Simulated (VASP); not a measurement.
Write the native input for VASP 6.6.1 that does the following.

```yaml
Task: single point
Functional: PBE
Potentials_or_basis: VASP PAW PBE potentials, release 64 (Li_sv, S)
Cutoff: 520 eV
k_mesh: 6 × 6 × 4
Occupations: gaussian, width 0.1 eV
Spin: no spin polarisation
Dipole_correction: no
Further_INCAR_settings: ALGO = Normal; EDIFF = 1e-07; NBANDS = 18
```

The structure of Li3S2 lies in POSCAR:

```
Li3S2
1.0
    4.0838103739      0.0000000000      0.0000000000
   -2.0419051870      3.5366835281      0.0000000000
    0.0000000000      0.0000000000      5.4998170882
Li S
3 2
Direct
    0.0000000000      0.0000000000      0.0000000000
    0.3333333333      0.6666666667      0.6876690187
    0.6666666667      0.3333333333      0.3123309813
    0.3333333333      0.6666666667      0.2322319184
    0.6666666667      0.3333333333      0.7677680816
```

These files were run (other wordings do the same):

INCAR

```
SYSTEM = Li3S2
PREC = Accurate
ENCUT = 520
EDIFF = 1E-7
ISMEAR = 0
SIGMA = 0.1
LREAL = .False.
LASPH = .True.
NELM = 80
ALGO = Normal
ISIF = 2
LWAVE = .False.
LCHARG = .False.
GGA = PE
NBANDS = 18
```

KPOINTS

```
Automatic mesh
0
Gamma
  6 6 4
  0 0 0
```

Potentials or basis: VASP PAW PBE potentials, release 64 (Li_sv, S).

Command:

```sh
$ cat potpaw_PBE.64/Li_sv/POTCAR potpaw_PBE.64/S/POTCAR > POTCAR
$ mpirun -np 1 vasp_std > vasp.out
```

It gave:

```yaml
Largest_force: 0.012 eV/Å
```

Wall time 33 s on 1 thread of Intel(R) Xeon(R) Platinum 8259CL CPU @ 2.50GHz (Skylake/Cascade Lake), with other jobs on the host, peak memory 0.18 GiB.
